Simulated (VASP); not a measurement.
# GeN (P-6m2) in VASP: a series of runs

The runs below take GeN through single point, with PBE.

Everything below comes from runs of VASP 6.6.1. Logs are shortened: lines on timing, memory, paths and dates and some standing lists are left out, and cuts for length are marked.

**1. The cell of the first run**

The structure is hexagonal, space group P-6m2 (No. 187). Conventional cell: a = 3.282 Å, b = 3.282 Å, c = 3.058 Å, α = 90.00°, β = 90.00°, γ = 120.00°. Ge (site symmetry -6m2) has 3 N at 1.90 Å within 2.5 Å. Within 2.5 Å of N (site symmetry -6m2) lie 3 Ge at 1.90 Å.

The cell was built from a structure type or drawn by symmetry, and may not be a known phase.

**2. Single point, PBE**

Contents of INCAR:

```
ALGO = Normal
EDIFF = 1E-6
ENCUT = 600
GGA = PE
GGA_COMPAT = F
ISIF = 2
ISMEAR = 0
LASPH = T
LCHARG = F
LREAL = F
LWAVE = F
NBANDS = 16
NELM = 120
PREC = Accurate
SIGMA = 0.2
```

Contents of KPOINTS:

```
k-points
0
Gamma
  7 7 5
```

Contents of POSCAR:

```
GeN
1.0
    3.2824520829     -0.0000000030      0.0000000000
   -1.6412260389      2.8426868920      0.0000000000
    0.0000000000      0.0000000000      3.0584139383
Ge N
1 1
Direct
    0.0000000000      0.0000000000      0.0000000000
    0.6666666667      0.3333333333      0.0000000000
```

Potentials or basis: VASP PAW PBE potentials, release 64 (Ge_d, N).

Run with:

```console
cat potpaw_PBE.64/Ge_d/POTCAR potpaw_PBE.64/N/POTCAR > POTCAR
mpirun -np 1 vasp_std > vasp.out
```

OUTCAR:

```text
EDIFF = 1E-6
   ENCUT = 600
   GGA = PE
   ISIF = 2
   ISMEAR = 0
   LASPH = T
   LREAL = F
   NELM = 120
   PREC = Accurate

 ion  position               nearest neighbor table
   1  0.000  0.000  0.000-   2 1.90   2 1.90   2 1.90
   2  0.667  0.333  0.000-   1 1.90   1 1.90   1 1.90

  LATTYP: Found a hexagonal cell.
 ALAT       =     3.2824520829
 C/A-ratio  =     0.9317467128

  Lattice vectors:

 A1 = (   3.2824520829,  -0.0000000030,   0.0000000000)
 A2 = (  -1.6412260389,   2.8426868920,   0.0000000000)
 A3 = (   0.0000000000,   0.0000000000,   3.0584139383)

Analysis of symmetry for initial positions (statically):
=====================================================================
 Subroutine PRICEL returns:
 Original cell was already a primitive cell.

 Routine SETGRP: Setting up the symmetry group for a
 hexagonal supercell.

 Subroutine GETGRP returns: Found 12 space group operations
 (whereof 12 operations were pure point group operations)
 out of a pool of 24 trial point group operations.

The static configuration has the point symmetry D_3h.

Analysis of symmetry for dynamics (positions and initial velocities):
=====================================================================
 Subroutine PRICEL returns:
 Original cell was already a primitive cell.

 Routine SETGRP: Setting up the symmetry group for a
 hexagonal supercell.

 Subroutine GETGRP returns: Found 12 space group operations
 (whereof 12 operations were pure point group operations)
 out of a pool of 24 trial point group operations.

The dynamic configuration has the point symmetry D_3h.

 Subroutine INISYM returns: Found 12 space group operations
 (whereof 12 operations are pure point group operations),
 and found     1 'primitive' translations

----------------------------------------------------------------------------------------

                                     Primitive cell

  volume of cell :      28.5380

  direct lattice vectors                    reciprocal lattice vectors
     3.282452083 -0.000000003  0.000000000     0.304650297  0.175889930  0.000000000
    -1.641226039  2.842686892  0.000000000     0.000000000  0.351779861  0.000000000
     0.000000000  0.000000000  3.058413938     0.000000000  0.000000000  0.326966859

  length of vectors
     3.282452083  3.282452083  3.058413938     0.351779861  0.351779861  0.326966859

  position of ions in fractional coordinates (direct lattice)
     0.000000000  0.000000000  0.000000000
     0.666666667  0.333333333  0.000000000

  ion indices of the primitive-cell ions
   primitive index   ion index
                 1           1
                 2           2

----------------------------------------------------------------------------------------

 KPOINTS: k-points

Automatic generation of k-mesh.
 Grid dimensions read from file:
 generate k-points for:    7    7    5

 Generating k-lattice:

  Cartesian coordinates                     Fractional coordinates (reciprocal lattice)
     0.043521471  0.025127133  0.000000000     0.142857143  0.000000000  0.000000000
     0.000000000  0.050254266  0.000000000     0.000000000  0.142857143  0.000000000
     0.000000000  0.000000000  0.065393372     0.000000000  0.000000000  0.200000000

  Length of vectors
     0.050254266  0.050254266  0.065393372

  Shift w.r.t. Gamma in fractional coordinates (k-lattice)
     0.000000000  0.000000000  0.000000000

 Subroutine IBZKPT returns following result:
 ===========================================

 Found     24 irreducible k-points:

 Following reciprocal coordinates:
            Coordinates               Weight
  0.000000  0.000000  0.000000      1.000000
  0.142857 -0.000000  0.000000      6.000000
  0.285714  0.000000  0.000000      6.000000
  0.428571 -0.000000  0.000000      6.000000
  0.142857  0.142857  0.000000      6.000000
  0.285714  0.142857  0.000000     12.000000
[... 16 lines left out ...]
  0.428571  0.142857  0.400000     12.000000
  0.285714  0.285714  0.400000     12.000000
   k-points           NKPTS =     24   k-points in BZ     NKDIM =     24   number of bands    NBANDS=     16
   number of dos      NEDOS =    301   number of ions     NIONS =      2
   total plane-waves  NPLWV =  18816
   dimension x,y,z NGX =    28 NGY =   28 NGZ =   24
   dimension x,y,z NGXF=    56 NGYF=   56 NGZF=   48
   ions per type =               1   1
   NGX,Y,Z   is equivalent  to a cutoff of  14.18, 14.18, 13.05 a.u.
   NGXF,Y,Z  is equivalent  to a cutoff of  28.36, 28.36, 26.09 a.u.
 SYSTEM =  unknown system
   PREC   = accura    normal or accurate (medium, high low for compatibility)
   ISTART =      0    job   : 0-new  1-cont  2-samecut
   ICHARG =      2    charge: 1-file 2-atom 10-const
   ISPIN  =      1    spin polarized calculation?
   LNONCOLLINEAR =      F non collinear calculations
   LSORBIT =      F    spin-orbit coupling
   LASPH  =      T    aspherical Exc in radial PAW
   ENCUT  =  600.0 eV  44.10 Ry    6.64 a.u.   6.56  6.56  6.11*2*pi/ulx,y,z
   NELM   =    120;   NELMIN=  2; NELMDL= -5     # of ELM steps
   EDIFF  = 0.1E-05   stopping-criterion for ELM
   LREAL  =      F    real-space projection
   EDIFFG = 0.1E-04   stopping-criterion for IOM
   NSW    =      0    number of steps for IOM
   IBRION =     -1    ionic relax: 0-MD 1-quasi-New 2-CG
   NFREE  =      0    steps in history (QN), initial steepest desc. (CG)
   ISIF   =      2    stress and relaxation
   ISYM   =      2    0-nonsym 1-usesym 2-fastsym
   POTIM  = 0.5000    time-step for ionic-motion
   TEBEG  =    0.0;   TEEND  =   0.0 temperature during run
   PSTRESS=    0.0 pullay stress
   NELECT =      19.0000    total number of electrons
   NUPDOWN=      -1.0000    fix difference up-down
   EMIN   =  10.00;   EMAX   =-10.00  energy-range for DOS
   EFERMI =   0.00;   METHOD = LEGACY
   ISMEAR =     0;   SIGMA  =   0.20  broadening in eV -4-tet -1-fermi 0-gaus
   EFERMI_NEDOS =   21; number of points for ismear=-14 and -15
   IALGO  =     38    algorithm
   IMIX   =      4    mixing-type and parameters
     AMIX     =   0.40;   BMIX     =  1.00
     AMIX_MAG =   1.60;   BMIX_MAG =  1.00
  volume/ion in A,a.u.               =      14.27        96.29
  Fermi-wavevector in a.u.,A,eV,Ry     =   1.429502  2.701367 27.803183  2.043476
  Thomas-Fermi vector in A             =   2.549449
   LORBIT       =      0    0 simple, 1 ext, 2 COOP (PROOUT), +10 PAW based schemes
   GGA     = PE    functional components
   LHFCALC =     F    Hartree Fock is set to
   AEXX    =    0.0000 exact exchange contribution
   IVDW    =     0    specifies the selected vdW correction
   LEPSILON=     F    determine dielectric tensor
   LRPA    =     F    only Hartree local field effects (RPA)
 non-spin polarized calculation
 Gauss-broadening in eV      SIGMA  =   0.20
  energy-cutoff  :      600.00
  volume of cell :       28.54
 maximum number of plane-waves:       978
 NGX is ok and might be reduce to    28
   NGX = 13   NGY = 13   NGZ = 13

 number of electron      18.9999997 magnetization

 Free energy of the ion-electron system (eV)
  ---------------------------------------------------
  ext. energy  EPLUGINS =         0.00000000
  ---------------------------------------------------
  free energy    TOTEN  =       -11.50295176 eV

  energy without entropy =      -11.48611856  energy(sigma->0) =      -11.49453516

 E-fermi :   5.9152     XC(G=0): -10.6860

 val. band max:        5.8680176348   @ k =   0.2857   0.0000   0.2000
 cond. band min:       6.0118761549   @ k =   0.1429  -0.0000   0.4000
 fundamental gap:      0.1438585201
 Fermi energy:         5.9151698397

 k-point     1 :       0.0000    0.0000    0.0000
  band No.  band energies     occupation
      1     -19.7701      2.00000
      2     -19.7243      2.00000
      3     -19.7243      2.00000
      4     -19.5944      2.00000
      5     -19.5944      2.00000
      6     -12.0378      2.00000
[... 8 lines left out ...]
     15      15.9768      0.00000
     16      24.6796      0.00000

 k-point     2 :       0.1429   -0.0000    0.0000
  band No.  band energies     occupation
      1     -19.7684      2.00000
      2     -19.7195      2.00000
      3     -19.7106      2.00000
      4     -19.5984      2.00000
      5     -19.5952      2.00000
      6     -11.7825      2.00000
[... 8 lines left out ...]
     15      17.9797      0.00000
     16      22.8395      0.00000

 k-point     3 :       0.2857    0.0000    0.0000
  band No.  band energies     occupation
      1     -19.7752      2.00000
      2     -19.6993      2.00000
      3     -19.6796      2.00000
      4     -19.6074      2.00000
      5     -19.5970      2.00000
      6     -11.0787      2.00000
[... 8 lines left out ...]
     15      20.0502      0.00000
     16      21.5559      0.00000

 k-point     4 :       0.4286   -0.0000    0.0000
  band No.  band energies     occupation
      1     -19.7847      2.00000
      2     -19.6797      2.00000
      3     -19.6545      2.00000
      4     -19.6146      2.00000
      5     -19.5984      2.00000
      6     -10.2665      2.00000
[... 8 lines left out ...]
     15      19.5819      0.00000
     16      21.8029      0.00000

 k-point     5 :       0.1429    0.1429    0.0000
  band No.  band energies     occupation
      1     -19.7677      2.00000
      2     -19.7137      2.00000
      3     -19.6850      2.00000
      4     -19.6044      2.00000
      5     -19.5970      2.00000
      6     -11.2993      2.00000
[... 8 lines left out ...]
     15      20.3686      0.00000
     16      21.4230      0.00000

 k-point     6 :       0.2857    0.1429    0.0000
  band No.  band energies     occupation
      1     -19.7706      2.00000
      2     -19.6958      2.00000
      3     -19.6607      2.00000
      4     -19.6114      2.00000
      5     -19.5996      2.00000
      6     -10.4982      2.00000
[... 8 lines left out ...]
     15      19.9750      0.00000
     16      21.0270      0.00000

 k-point     7 :       0.4286    0.1429    0.0000
  band No.  band energies     occupation
      1     -19.7736      2.00000
      2     -19.6823      2.00000
      3     -19.6540      2.00000
      4     -19.6145      2.00000
      5     -19.6009      2.00000
      6      -9.9998      2.00000
[... 8 lines left out ...]
     15      19.7637      0.00000
     16      20.3631      0.00000

 k-point     8 :       0.2857    0.2857    0.0000
  band No.  band energies     occupation
      1     -19.7563      2.00000
      2     -19.6919      2.00000
      3     -19.6579      2.00000
      4     -19.6123      2.00000
      5     -19.6040      2.00000
      6      -9.8981      2.00000
[... 8 lines left out ...]
     15      19.5559      0.00000
     16      19.7235      0.00000

 k-point     9 :       0.0000    0.0000    0.2000
  band No.  band energies     occupation
      1     -19.7508      2.00000
      2     -19.7232      2.00000
      3     -19.7232      2.00000
      4     -19.6016      2.00000
      5     -19.6016      2.00000
      6     -11.7915      2.00000
[... 8 lines left out ...]
     15      18.0360      0.00000
     16      22.1457      0.00000
[... 172 lines left out ...]
 k-point    19 :       0.2857    0.0000    0.4000
  band No.  band energies     occupation
      1     -19.7602      2.00000
      2     -19.6775      2.00000
      3     -19.6541      2.00000
      4     -19.6296      2.00000
      5     -19.6163      2.00000
      6     -10.4793      2.00000
[... 8 lines left out ...]
     15      17.2745      0.00000
     16      21.1139      0.00000

 k-point    20 :       0.4286   -0.0000    0.4000
  band No.  band energies     occupation
      1     -19.7730      2.00000
      2     -19.6528      2.00000
      3     -19.6387      2.00000
      4     -19.6275      2.00000
      5     -19.6180      2.00000
      6      -9.7886      2.00000
[... 8 lines left out ...]
     15      17.5545      0.00000
     16      21.4223      0.00000

 k-point    21 :       0.1429    0.1429    0.4000
  band No.  band energies     occupation
      1     -19.7508      2.00000
      2     -19.6940      2.00000
      3     -19.6607      2.00000
      4     -19.6258      2.00000
      5     -19.6163      2.00000
      6     -10.6734      2.00000
[... 8 lines left out ...]
     15      17.9774      0.00000
     16      21.3130      0.00000

 k-point    22 :       0.2857    0.1429    0.4000
  band No.  band energies     occupation
      1     -19.7595      2.00000
      2     -19.6697      2.00000
      3     -19.6346      2.00000
      4     -19.6330      2.00000
      5     -19.6197      2.00000
      6      -9.9782      2.00000
[... 8 lines left out ...]
     15      17.7778      0.00000
     16      22.1617      0.00000

 k-point    23 :       0.4286    0.1429    0.4000
  band No.  band energies     occupation
      1     -19.7637      2.00000
      2     -19.6541      2.00000
      3     -19.6385      2.00000
      4     -19.6255      2.00000
      5     -19.6212      2.00000
      6      -9.5685      2.00000
[... 8 lines left out ...]
     15      17.8108      0.00000
     16      22.2168      0.00000

 k-point    24 :       0.2857    0.2857    0.4000
  band No.  band energies     occupation
      1     -19.7498      2.00000
      2     -19.6609      2.00000
      3     -19.6356      2.00000
      4     -19.6285      2.00000
      5     -19.6255      2.00000
      6      -9.4815      2.00000
[... 8 lines left out ...]
     15      18.2338      0.00000
     16      23.1835      0.00000

------------------------ aborting loop because EDIFF is reached ----------------------------------------

  FORCE on cell =-STRESS in cart. coord.  units (eV):
  Direction    XX          YY          ZZ          XY          YZ          ZX
  --------------------------------------------------------------------------------------
  -------------------------------------------------------------------------------------
  Total       -0.0856233     -0.0856233     -0.0410967      0.0000000      0.0000000     -0.0000000
  in kB       -4.8070551     -4.8070551     -2.3072455      0.0000000      0.0000000     -0.0000000
  external PRESSURE =      -3.9737853 kB  Pullay stress =       0.0000000 kB

 VOLUME and BASIS-vectors are now :
 -----------------------------------------------------------------------------
  energy-cutoff  :      600.00
  volume of cell :       28.54
      direct lattice vectors                 reciprocal lattice vectors
     3.282452083 -0.000000003  0.000000000     0.304650297  0.175889930  0.000000000
    -1.641226039  2.842686892  0.000000000     0.000000000  0.351779861  0.000000000
     0.000000000  0.000000000  3.058413938     0.000000000  0.000000000  0.326966859

 POSITION                                       TOTAL-FORCE (eV/Angst)
 -----------------------------------------------------------------------------------
      0.00000      0.00000      0.00000        -0.000000      0.000000      0.000000
      1.64123      0.94756      0.00000         0.000000     -0.000000      0.000000
 -----------------------------------------------------------------------------------
    total drift:                                0.000002     -0.000001      0.000000

  FREE ENERGIE OF THE ION-ELECTRON SYSTEM (eV)
  ---------------------------------------------------
  free  energy   TOTEN  =       -11.5029517589 eV

  energy  without entropy=      -11.4861185618  energy(sigma->0) =      -11.49453516
```

It took 20 s on 1 thread of Intel Xeon 8259CL, shared host; peak memory 0.15 GiB.

Results:

- Free energy: -11.5030 eV
- Pressure: -0.4 GPa
- Band gap on the k mesh: zero (an odd number of electrons rules out a gap without spin polarisation)

Stress tensor (GPa, compression positive):
```
-0.48  0.00  0.00
 0.00 -0.48  0.00
 0.00  0.00 -0.23
```

Caveat: the k points lie up to 0.41 Å⁻¹ apart, too coarse for converged energies and pressures of a metal.

**3. Single point, PBE**

This run uses another cell than the first one, of 14.64 Å³/atom.

Contents of INCAR:

```
SYSTEM = GeN
PREC     = Accurate       ! precision mode
ENCUT    = 600            ! plane-wave cutoff, eV
EDIFF    = 1E-6           ! SCF threshold, eV
ISMEAR   = 0              ! smearing method
SIGMA    = 0.2            ! smearing width, eV
LREAL    = .FALSE.        ! projectors in reciprocal space
LASPH    = .TRUE.         ! aspherical terms in the spheres
NELM     = 120            ! most SCF steps
ALGO     = Normal         ! electronic algorithm
ISIF     = 2              ! what is computed and relaxed
LWAVE    = .FALSE.        ! write WAVECAR
LCHARG   = .FALSE.        ! write CHGCAR
GGA      = PE             ! functional
NBANDS   = 16             ! bands
GGA_COMPAT= .FALSE.
```

Contents of KPOINTS:

```
regular mesh
0
G
  7 7 6
  0 0 0
```

Contents of POSCAR:

```
GeN
1.0
    3.2925063294      0.0000000029      0.0000000000
   -1.6462531672      2.8513941219      0.0000000000
    0.0000000000      0.0000000000      3.1189425204
Ge N
1 1
Direct
    0.3333333333      0.6666666667      0.0000000000
    0.6666666667      0.3333333333      0.0000000000
```

Potentials or basis: VASP PAW PBE potentials, release 64 (Ge_d, N).

Run with:

```console
cat potpaw_PBE.64/Ge_d/POTCAR potpaw_PBE.64/N/POTCAR > POTCAR
mpirun -np 1 vasp_std > vasp.out
```

It took 31 s on 1 thread of Intel Xeon 8259CL, shared host; peak memory 0.16 GiB.

Results (log left out):

```yaml
Free_energy: -11.4954 eV
Pressure: -0.7 GPa
Band_gap_on_the_k_mesh: zero (an odd number of electrons rules out a gap without spin polarisation)
```

Stress tensor (GPa, compression positive):
```
-0.83  0.00  0.00
 0.00 -0.83  0.00
 0.00  0.00 -0.53
```

Levels at points of the mesh, in eV from the Fermi level:
| k point | band 8 | band 9 | band 10 | band 11 | band 12 | band 13 |
| --- | --- | --- | --- | --- | --- | --- |
| (0.00, 0.00, 0.00) | -4.31 | -3.41 | -3.01 | 4.97 | 4.97 | 7.19 |
| (0.00, 0.00, 0.50) | -4.05 | -4.05 | -1.09 | 2.69 | 6.22 | 6.22 |
